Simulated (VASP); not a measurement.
Runs of VASP 6.6.1 on Te. The structure is that of space group R-3m (No. 166), or close to it. The cells are those of the table. 

```tsv
task	cell	k mesh	cutoff (eV)	gap on the mesh (eV)	pressure (GPa)	largest force (eV/Å)
single point	a = 7.310 Å, angles 33.8°, 3 atoms	12 × 12 × 12	520	0.21	0.0	0.01
single point	a = 7.120 Å, angles 35.1°, 3 atoms	6 × 6 × 6	520	-	-0.1	0.02
relaxation of cell and atoms	relaxed from a = 7.120 Å, angles 35.1°, 3 atoms	12 × 12 × 12	600	0.20	0.0	0.01
single point	a = 9.480 Å, angles 23.2°, 3 atoms	6 × 6 × 6	520	(b)	(a)	0.03
```

Alike in all rows: level PBE; potentials or basis VASP PAW PBE potentials, release 64 (Te); no spin polarisation; smearing gaussian 0.1 eV.

Problem. Estimate the missing entries.

Solution. (a) -7.7; (b) none.

Caveats: spin-orbit coupling is left out, which moves the levels of the heavy elements.

A k mesh can miss the band edges, and the runs leave out spin-orbit coupling on Te.
